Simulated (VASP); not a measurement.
# Al16GeN15 (a cell with a defect) (Ge_N) in VASP: settings compared

Aim: see how the results for Al16GeN15 (a cell with a defect) (Ge_N) move with the level of theory and the settings. Levels: PBE, r2SCAN. Tasks: single point.

Everything below comes from runs of VASP 6.6.1. Logs are shortened: lines on timing, memory, paths and dates and some standing lists are left out, and cuts for length are marked.

## 1. The cell of the first run

The cell holds a defect, 32 atoms: a = 6.260 Å, b = 6.260 Å, c = 10.035 Å, α = 90.00°, β = 90.00°, γ = 120.00°.

## 2. Single point, PBE, collinear spin

Contents of INCAR:

```
SYSTEM = Al16GeN15
ALGO = Normal
EDIFF = 1E-6
ENCUT = 520
GGA = PE
ISIF = 2
ISMEAR = 0
ISPIN = 2
LASPH = .True.
LCHARG = .True.
LELF = .True.
LORBIT = 11
LREAL = Auto
LVHAR = .True.
LWAVE = .False.
MAGMOM = 0 0 0 0 0 0.01 0 0 0 0.01 0 0 0.01 0.04 0 0 0 0 0 0 0.09 0.09 0.01 0.03 0.09 0.08 0.01 0.04 0.09 0 0.04 0.37
NBANDS = 94
NELECT = 136.0
NELM = 150
NUPDOWN = 2.0
PREC = Accurate
SIGMA = 0.01
```

Contents of KPOINTS:

```
Automatic mesh
0
Gamma
  1 1 1
  0.25 0.25 0.25
```

Contents of POSCAR:

```
Al16GeN15
1.0
    6.2595139128      0.0000000578      0.0000000000
   -3.1297570064      5.4208980350      0.0000000000
    0.0000000000      0.0000000000     10.0348065929
Al N Ge
16 15 1
Direct
    0.3337642467      0.1638082990      0.2520902712
    0.1664767936      0.3339137501      0.5005652741
    0.3305119121      0.1699033013      0.7549269742
    0.1666394031      0.3322034108      1.0064670129
    0.3351141506      0.6665917573      0.2519667262
    0.2003597089      0.8590677515      0.5146860862
    0.3302173481      0.6585777872      0.7540870312
    0.1821499136      0.8396818706      0.9927735668
    0.8319121851      0.1637041436      0.2517012513
    0.6429225605      0.3014726533      0.5135778533
    0.8411611197      0.1690783755      0.7538778633
    0.6583471059      0.3152432606      0.9924070739
    0.8337287085      0.6608970694      0.1765074604
    0.6480554370      0.8525309039      0.5168069294
    0.8348827787      0.6652819182      0.7544120420
    0.6601483979      0.8386992850      0.9939204821
    0.3316234202      0.1700672999      0.4411951858
    0.1677967748      0.3308659657      0.1950846861
    0.3285816767      0.1695384485      0.9400892119
    0.1682518784      0.3314307409      0.6895908687
    0.3319097768      0.6720145051      0.4436973526
    0.1811258245      0.8356151165      0.1807072881
    0.3300305146      0.6601804609      0.9395008702
    0.1729447586      0.8344810433      0.7009943045
    0.8284697712      0.1682979798      0.4434839751
    0.6601633839      0.3142998149      0.1798013011
    0.8388453060      0.1687164769      0.9392982303
    0.6664598019      0.3277513045      0.7004036399
    0.6640493078      0.8348847889      0.1831620807
    0.8321811322      0.6656466170      0.9516025020
    0.6675067969      0.8314577121      0.7002123314
    0.8356217930      0.6682867958      0.4101638338
```

Potentials or basis: VASP PAW PBE potentials, release 64 (Al, N, Ge_d).

Launch:

```sh
cat potpaw_PBE.64/Al/POTCAR potpaw_PBE.64/N/POTCAR potpaw_PBE.64/Ge_d/POTCAR > POTCAR
mpirun -np 1 vasp_std > vasp.out
```

OUTCAR:

```text
SYSTEM = Al16GeN15
   EDIFF = 1E-6
   ENCUT = 520
   GGA = PE
   ISIF = 2
   ISMEAR = 0
   ISPIN = 2
   LASPH = .True.
   LORBIT = 11
   LREAL = Auto
   NELECT = 136.0
   NELM = 150
   NUPDOWN = 2.0
   PREC = Accurate

 ion  position               nearest neighbor table
   1  0.334  0.164  0.252-  18 1.89  17 1.90  26 1.91  22 1.92   4 3.06   2 3.09   6 3.11  10 3.12
                             5 3.12   9 3.12   8 3.14   9 3.14   5 3.14  12 3.15  13 3.21  13 3.23
   2  0.166  0.334  0.501-  17 1.88  20 1.90  21 1.92  25 1.92   5 3.08   9 3.09   6 3.09  10 3.09
                             1 3.09   7 3.09  11 3.09   3 3.11  14 3.14  14 3.14  10 3.18   6 3.19
   3  0.331  0.170  0.755-  19 1.86  20 1.87  24 1.90  28 1.90   6 2.95  10 2.96  12 2.98   8 2.99
                             7 3.06  11 3.06   4 3.08   2 3.11  15 3.13  15 3.13  11 3.20   7 3.20
   4  0.167  0.332  0.006-  19 1.88  18 1.89  27 1.90  23 1.90   9 3.06   5 3.06   1 3.06   3 3.08
                            11 3.09   7 3.09   8 3.13  16 3.13  16 3.13  12 3.13  12 3.14   8 3.14
   5  0.335  0.667  0.252-  22 1.89  18 1.91  29 1.91  21 1.92   4 3.06   2 3.08   9 3.11   1 3.12
                            16 3.13   1 3.14   8 3.15   9 3.15  14 3.16   6 3.18  13 3.21  13 3.23
   6  0.200  0.859  0.515-  17 1.85  21 1.88  24 1.88  32 2.24  10 2.77  14 2.82   3 2.95   7 3.00
                             2 3.09   1 3.11  15 3.12   5 3.18   2 3.19
   7  0.330  0.659  0.754-  23 1.86  24 1.88  20 1.89  31 1.91  14 2.95   8 2.99  16 3.00   6 3.00
                             3 3.06  11 3.06   4 3.09   2 3.09  15 3.12  15 3.14  11 3.20   3 3.20
   8  0.182  0.840  0.993-  23 1.86  19 1.87  22 1.89  30 1.94  13 2.64  12 2.98   3 2.99   7 2.99
                            16 3.00  15 3.04   4 3.13   4 3.14   1 3.14   5 3.15  16 3.26  12 3.28
   9  0.832  0.164  0.252-  26 1.89  18 1.91  29 1.91  25 1.92   4 3.06   2 3.09   5 3.11   1 3.12
                            16 3.13   1 3.14  12 3.14   5 3.15  14 3.15  10 3.17  13 3.20  13 3.24
  10  0.643  0.301  0.514-  17 1.84  25 1.87  28 1.88  32 2.24   6 2.77  14 2.83   3 2.96  11 3.01
                             2 3.09   1 3.12  15 3.12   9 3.17   2 3.18
  11  0.841  0.169  0.754-  27 1.86  28 1.89  20 1.89  31 1.91  14 2.94  12 2.99  16 3.00  10 3.01
                             3 3.06   7 3.06   4 3.09   2 3.09  15 3.13  15 3.13   7 3.20   3 3.20
  12  0.658  0.315  0.992-  27 1.85  19 1.87  26 1.88  30 1.94  13 2.63   3 2.98   8 2.98  11 2.99
                            16 2.99  15 3.05   4 3.13   4 3.14   9 3.14   1 3.15  16 3.27   8 3.28
  13  0.834  0.661  0.177-  29 1.86  26 1.88  22 1.88  30 2.26  32 2.35  12 2.63   8 2.64  16 2.64
                             9 3.20   5 3.21   1 3.21   5 3.23   1 3.23   9 3.24
  14  0.648  0.853  0.517-  31 1.85  25 1.87  21 1.87  32 2.28   6 2.82  10 2.83  11 2.94   7 2.95
                            15 3.13   2 3.14   2 3.14   9 3.15   5 3.16
  15  0.835  0.665  0.754-  31 1.89  28 1.91  24 1.91  30 1.98   8 3.04  12 3.05  16 3.06   6 3.12
                            10 3.12   7 3.12  11 3.13   3 3.13  14 3.13   3 3.13  11 3.13   7 3.14
  16  0.660  0.839  0.994-  23 1.87  27 1.87  29 1.90  30 1.92  13 2.64  12 2.99   8 3.00   7 3.00
                            11 3.00  15 3.06   9 3.13   5 3.13   4 3.13   4 3.13   8 3.26  12 3.27
  17  0.332  0.170  0.441-  10 1.84   6 1.85   2 1.88   1 1.90
  18  0.168  0.331  0.195-   4 1.89   1 1.89   5 1.91   9 1.91
  19  0.329  0.170  0.940-   3 1.86  12 1.87   8 1.87   4 1.88
  20  0.168  0.331  0.690-   3 1.87  11 1.89   7 1.89   2 1.90
  21  0.332  0.672  0.444-  14 1.87   6 1.88   2 1.92   5 1.92
  22  0.181  0.836  0.181-  13 1.88   8 1.89   5 1.89   1 1.92
  23  0.330  0.660  0.940-   8 1.86   7 1.86  16 1.87   4 1.90
  24  0.173  0.834  0.701-   6 1.88   7 1.88   3 1.90  15 1.91
  25  0.828  0.168  0.443-  14 1.87  10 1.87   2 1.92   9 1.92
  26  0.660  0.314  0.180-  13 1.88  12 1.88   9 1.89   1 1.91
  27  0.839  0.169  0.939-  12 1.85  11 1.86  16 1.87   4 1.90
[... 49 lines left out ...]
  ---------------------------------------------------
  free energy    TOTEN  =      -236.32004233 eV

  energy without entropy =     -236.32004233  energy(sigma->0) =     -236.32004233

 E-fermi :   7.7155     XC(G=0): -10.9561

 val. band max:        7.7275563528   @ k =   0.2500   0.2500   0.2500
 cond. band min:       8.1725647626   @ k =   0.5000   0.2500   0.2500
 fundamental gap:      0.4450084098
 Fermi energy:         7.8286206035

 spin component 1

 k-point     1 :       0.2500    0.2500    0.2500
  band No.  band energies     occupation
      1     -15.4233      1.00000
      2     -15.4022      1.00000
      3     -15.3863      1.00000
      4     -15.3010      1.00000
      5     -15.2920      1.00000
      6      -8.4832      1.00000
[... 487 lines left out ...]
     79      13.0082      0.00000
     80      13.2223      0.00000
 Fermi energy:         7.7155349389

 spin component 2

 k-point     1 :       0.2500    0.2500    0.2500
  band No.  band energies     occupation
      1     -15.2900      1.00000
      2     -15.2781      1.00000
      3     -15.2743      1.00000
      4     -15.2122      1.00000
      5     -15.2044      1.00000
      6      -8.4460      1.00000
[... 487 lines left out ...]
     79      13.1401      0.00000
     80      13.3423      0.00000
 [bands above 80 left out]

------------------------ aborting loop because EDIFF is reached ----------------------------------------

  FORCE on cell =-STRESS in cart. coord.  units (eV):
  Direction    XX          YY          ZZ          XY          YZ          ZX
  --------------------------------------------------------------------------------------
  -------------------------------------------------------------------------------------
  Total        8.4552656      7.7606046     13.7881754     -0.5331977      0.2190353      0.2752285
  in kB       39.7847819     36.5161753     64.8778613     -2.5088692      1.0306325      1.2950397
  external PRESSURE =      47.0596062 kB  Pullay stress =       0.0000000 kB

 VOLUME and BASIS-vectors are now :
 -----------------------------------------------------------------------------
  energy-cutoff  :      520.00
  volume of cell :      340.50
      direct lattice vectors                 reciprocal lattice vectors
     6.259513913  0.000000058  0.000000000     0.159756813  0.092235641  0.000000000
    -3.129757006  5.420898035  0.000000000    -0.000000002  0.184471279  0.000000000
     0.000000000  0.000000000 10.034806593     0.000000000  0.000000000  0.099653141

 POSITION                                       TOTAL-FORCE (eV/Angst)
 -----------------------------------------------------------------------------------
      1.57652      0.88799      2.52968         0.100989     -0.091365     -0.295802
     -0.00301      1.81011      5.02308        -0.475724      0.281688      0.016752
      1.53709      0.92103      7.57555         0.097940     -0.032599      0.066909
      0.00337      1.80084      0.06490        -0.123494      0.073988      0.001492
      0.01138      3.61353      2.52844         0.104317     -0.035832      0.141526
     -1.43452      4.65692      5.16478         0.307390     -0.412300      0.177461
[... 24 lines left out ...]
      1.57601      4.50725      7.02650        -0.214272      0.160872      0.207050
      3.13901      3.62271      4.11591        -0.345690      0.159960      0.047342
 -----------------------------------------------------------------------------------
    total drift:                               -0.002680      0.009701      0.018154

  FREE ENERGIE OF THE ION-ELECTRON SYSTEM (eV)
  ---------------------------------------------------
  free  energy   TOTEN  =      -236.3200423330 eV

  energy  without entropy=     -236.3200423330  energy(sigma->0) =     -236.32004233

 total charge

# of ion       s       p       d       tot
------------------------------------------
    1        0.365   0.415   0.000   0.780
    2        0.367   0.417   0.000   0.784
    3        0.376   0.446   0.000   0.822
    4        0.370   0.429   0.000   0.798
    5        0.365   0.414   0.000   0.779
    6        0.406   0.474   0.000   0.879
[... 24 lines left out ...]
   31        1.234   2.613   0.000   3.847
   32        1.229   1.516  10.014  12.759
--------------------------------------------------
tot         25.799  47.712  10.014  83.525

 magnetization (x)

# of ion       s       p       d       tot
------------------------------------------
    1       -0.001  -0.001   0.000  -0.001
    2       -0.000  -0.001   0.000  -0.001
    3        0.000   0.001   0.000   0.001
    4       -0.000  -0.000   0.000  -0.000
    5       -0.001  -0.001   0.000  -0.002
    6        0.006   0.026   0.000   0.032
[... 24 lines left out ...]
   31        0.002   0.029   0.000   0.031
   32        0.022   0.567   0.012   0.602
--------------------------------------------------
tot          0.077   1.143   0.012   1.232
```

It took 6.5 min on 1 thread of Intel Xeon 6975P-C (Granite Rapids), shared host; peak memory 0.7 GiB.

Results:

| Quantity | Value |
| --- | --- |
| Free energy | -236.3200 eV |
| Largest force | 0.553 eV/Å |
| Net moment | 2.00 μB per cell |
| Site moments | Al -0.00, +0.00, +0.03, +0.01, +0.04; N +0.04, -0.00, +0.01, +0.06, +0.08, +0.03, +0.07, +0.09; Ge +0.60 μB |
| Valence electrons inside the program's atomic spheres | Al 0.78, 0.82, 0.80, 0.88, 0.83, 0.87, 0.77; N 3.87, 3.84, 3.88, 3.85, 3.83, 3.81; Ge 12.76 |

Forces in eV/Å, atoms in the order of the input:
```
Al   0.101 -0.091 -0.296
Al  -0.476  0.282  0.017
Al   0.098 -0.033  0.067
Al  -0.123  0.074  0.001
Al   0.104 -0.036  0.142
Al   0.307 -0.412  0.177
Al   0.193 -0.057 -0.028
Al  -0.134  0.050  0.031
Al   0.105 -0.074  0.152
Al   0.491 -0.021  0.226
Al   0.115 -0.128 -0.027
Al  -0.121  0.105 -0.008
Al   0.192 -0.056 -0.002
Al   0.114 -0.097 -0.397
Al   0.077 -0.061  0.003
Al  -0.141  0.081 -0.008
N    0.106 -0.084  0.056
N   -0.125  0.063 -0.007
N    0.163 -0.093 -0.061
N   -0.123  0.080 -0.008
N    0.085 -0.077 -0.041
N   -0.228  0.141  0.035
N    0.176 -0.105  0.035
N   -0.245  0.097 -0.110
N    0.117 -0.015 -0.060
N   -0.180  0.170  0.093
N    0.188 -0.117  0.025
N   -0.244  0.117 -0.104
N   -0.257  0.102 -0.145
N    0.222 -0.125 -0.014
N   -0.214  0.161  0.207
Ge  -0.346  0.160  0.047
```

Caveat: the k points lie up to 1.16 Å⁻¹ apart; the cell carries a net charge on a neutralising background, which shifts energy and pressure; the cell is charged against a uniform background, so pressure and absolute levels hang on convention; the total moment is fixed, so each spin has its own Fermi level.

(Part 1 of 2 ends here.)
